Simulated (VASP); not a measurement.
The system is PbSe.

```xyz
2
Lattice="3.5867 0.0000 0.0000 0.0000 3.5867 0.0000 0.0000 0.0000 4.7011" Properties=species:S:1:pos:R:3 pbc="T T T"
Pb    1.7933    1.7933    2.3506
Se    0.0000    0.0000    0.0000
```

| Property | Result |
| --- | --- |
| Program | VASP 6.6.1 |
| Task | relaxation of cell and atoms |
| Functional | r2SCAN |
| Potentials or basis | VASP PAW PBE potentials, release 64 (Pb_d, Se) |
| Cutoff | 600 eV |
| k mesh | 6 × 6 × 4 |
| Occupations | gaussian, width 0.1 eV |
| Spin | no spin polarisation |

At the start: pressure -5.0 GPa; volume 30.24 Å³/atom.

Q: Where does the relaxation end?

A: Over 6 steps the energy falls by 326.8 meV/atom and the volume is 26.83 Å³/atom (-11.3 %); space group P4/mmm (No. 123, to 0.1 Å) before, Pm-3m (No. 221, to 0.1 Å).

Step by step:
```tsv
step	energy change (eV)	largest force (eV/Å)	pressure (GPa)	volume (Å³)
1	0.0000	0.0000	-4.96	60.48
2	-0.5309	0.0000	1.18	52.32
3	-0.5550	0.0000	2.83	50.94
4	-0.5575	0.0000	3.61	50.38
5	-0.6521	0.0000	0.34	53.26
6	-0.6537	0.0000	-0.10	53.66
```

Final structure:
```yaml
crystal:
  lattice:
    - [3.75712, 0.00000, 0.00000]
    - [0.00000, 3.75712, 0.00000]
    - [0.00000, 0.00000, 3.80125]
  atoms:
    - { symbol: Pb, position: [0.50000, 0.50000, 0.50000] }
    - { symbol: Se, position: [0.00000, 0.00000, 0.00000] }
```

Caveat: a cell axis changed by over 15 % at a fixed basis, so the end point is rough; the PAW data sets were made with another functional, which shifts forces and pressure a little.
